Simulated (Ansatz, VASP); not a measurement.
# Two plane-wave programs on AlGa3N4

File POSCAR:

```
AlGa3N4
1.0
    4.4716853600      0.0000000000      0.0000000000
    0.0000000000      4.4716853600      0.0000000000
    0.0000000000      0.0000000000      4.4716853600
Al Ga N
1 3 4
Direct
    0.0000000000      0.0000000000      0.0000000000
    0.5000000000      0.5000000000      0.0167721997
    0.5000000000      0.0000000000      0.5000000000
    0.0000000000      0.5000000000      0.5000000000
    0.7557144200      0.7557144200      0.2442855800
    0.7557144200      0.2442855800      0.7557144200
    0.2442855800      0.7557144200      0.7557144200
    0.2442855800      0.2442855800      0.2442855800
```

File INCAR.step1:

```
PREC = Accurate
ENCUT = 520
ISMEAR = 0
SIGMA = 0.05
LREAL = F
LASPH = T
NELM = 60
NBANDS = 41
GGA = PE
ALGO = Normal
EDIFF = 1E-4
LWAVE = T
LCHARG = F
```

File INCAR.step2:

```
PREC = Accurate
ENCUT = 520
EDIFF = 1E-7
ISMEAR = 0
SIGMA = 0.05
LREAL = F
LASPH = T
NELM = 60
ALGO = Normal
ISIF = 2
LWAVE = F
LCHARG = F
METAGGA = R2SCAN
LMIXTAU = T
NBANDS = 41
ISTART = 1
```

The input KPOINTS:

```
Automatic mesh
0
Gamma
  6 6 6
```

Input for Ansatz:

```yaml
crystal:
  lattice:
    - [4.47168536, 0.0, 0.0]
    - [0.0, 4.47168536, 0.0]
    - [0.0, 0.0, 4.47168536]
  atoms:
    - { symbol: Al, position: [0.0, 0.0, 0.0] }
    - { symbol: Ga, position: [0.5, 0.5, 0.0167721997] }
    - { symbol: Ga, position: [0.5, 0.0, 0.5] }
    - { symbol: Ga, position: [0.0, 0.5, 0.5] }
    - { symbol: "N", position: [0.75571442, 0.75571442, 0.24428558] }
    - { symbol: "N", position: [0.75571442, 0.24428558, 0.75571442] }
    - { symbol: "N", position: [0.24428558, 0.75571442, 0.75571442] }
    - { symbol: "N", position: [0.24428558, 0.24428558, 0.24428558] }
basis:
  ecutwfc: 500
kpoints:
  mp_grid: { grid: [6, 6, 6] }
hamiltonian:
  xc: r2scan
scf:
  occupations: { method: gaussian, width: 0.05 }
output:
  forces: true
  stress: true
  eigenvalues: true
```

Alike in both runs: task single point; functional r2SCAN; k mesh 6 × 6 × 6; occupations gaussian, width 0.05 eV; no spin polarisation.

|  | VASP | Ansatz |
| --- | --- | --- |
| version | VASP 6.6.1 | Ansatz 0.2.0 |
| potentials or method | VASP PAW PBE potentials, release 64 (Al, Ga_d, N), cutoff 520 eV | scalar-relativistic, plane waves, PAW |
| valence electrons in the cell | 62 | 62 |

Ansatz gave:

| Item | Value |
| --- | --- |
| gap on the k mesh at the Fermi level (eV) | 2.74 |
| least direct gap on the mesh (eV) | 2.74 |
| pressure (GPa) | -0.7 |
| traceless stress, the component that is largest in VASP (GPa) | 1.04 |
| rms of the force components (eV/Å) | 0.322 |

Which values does VASP return?

gap on the k mesh at the Fermi level (eV): 2.74; least direct gap on the mesh (eV): 2.74; pressure (GPa): 0.0; traceless stress, the component that is largest in VASP (GPa): 1.09; rms of the force components (eV/Å): 0.329.

VASP's potentials were made for PBE, not for r2SCAN. Atom by atom the forces differ by 0.034 eV/Å (rms over components).
